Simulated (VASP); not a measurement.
Set up this calculation in VASP 6.6.1, as the native input.

```yaml
Task: relaxation of shape and atoms at fixed volume
Functional: PBEsol
Potentials_or_basis: VASP PAW PBE potentials, release 64 (B, As)
Cutoff: 600 eV
k_mesh: 6 × 6 × 6
Occupations: gaussian, width 0.02 eV
Spin: no spin polarisation
Dipole_correction: no
Further_INCAR_settings: ALGO = Normal; EDIFF = 1e-07; IBRION = 2; EDIFFG = -0.01; NSW = 50; ISIF = 4
```

The structure of B6As lies in POSCAR:

```
B6As
1.0
    2.9744472873      1.7172979420      3.8057574911
   -2.9744472873      1.7172979420      3.8057574911
    0.0000000000     -3.4345958840      3.8057574911
B As
12 2
Direct
    0.0172946360      0.0172946360      0.3249769887
    0.0172946360      0.3249769887      0.0172946360
    0.8212783613      0.2732512264      0.8212783613
    0.8212783613      0.8212783613      0.2732512264
    0.2732512264      0.8212783613      0.8212783613
    0.7267487736      0.1787216387      0.1787216387
    0.1787216387      0.7267487736      0.1787216387
    0.1787216387      0.1787216387      0.7267487736
    0.9827053640      0.6750230113      0.9827053640
    0.9827053640      0.9827053640      0.6750230113
    0.6750230113      0.9827053640      0.9827053640
    0.3249769887      0.0172946360      0.0172946360
    0.6014165987      0.6014165987      0.6014165987
    0.3985834013      0.3985834013      0.3985834013
```

This cell differs from its parent crystal: volume scaled by 0.91.

One way to write it, as run:

INCAR

```
SYSTEM = B6As
  PREC = Accurate
  ENCUT = 600
  EDIFF = 1E-7
  ISMEAR = 0
  SIGMA = 0.02
  LREAL = .False.
  LASPH = .True.
  NELM = 60
  ALGO = Normal
  ISIF = 4
  LWAVE = .False.
  LCHARG = .False.
  GGA = PS
  IBRION = 2
  NSW = 50
  EDIFFG = -0.01
```

KPOINTS

```
regular mesh
0
Gamma
  6 6 6
  0 0 0
```

Potentials or basis: VASP PAW PBE potentials, release 64 (B, As).

Launch:

```console
$ cat potpaw_PBE.64/B/POTCAR potpaw_PBE.64/As/POTCAR > POTCAR
$ mpirun -np 1 vasp_std > vasp.out
```

Results of the run:

| Property | Result |
| --- | --- |
| Energy gained by relaxing | 0.5 meV/atom |
| Ionic steps | 7 |
| Pressure after relaxing | 21.9 GPa |
| Largest force after relaxing | 0.007 eV/Å |
| Band gap on the k mesh | 2.58 eV, indirect (least direct gap 2.63 eV) |

Caveat: the PAW data sets were made with another functional, which shifts forces and pressure a little.

Wall time 6 min on 1 thread of Intel(R) Xeon(R) 6975P-C (Granite Rapids), on a shared host, peak memory 0.32 GiB.
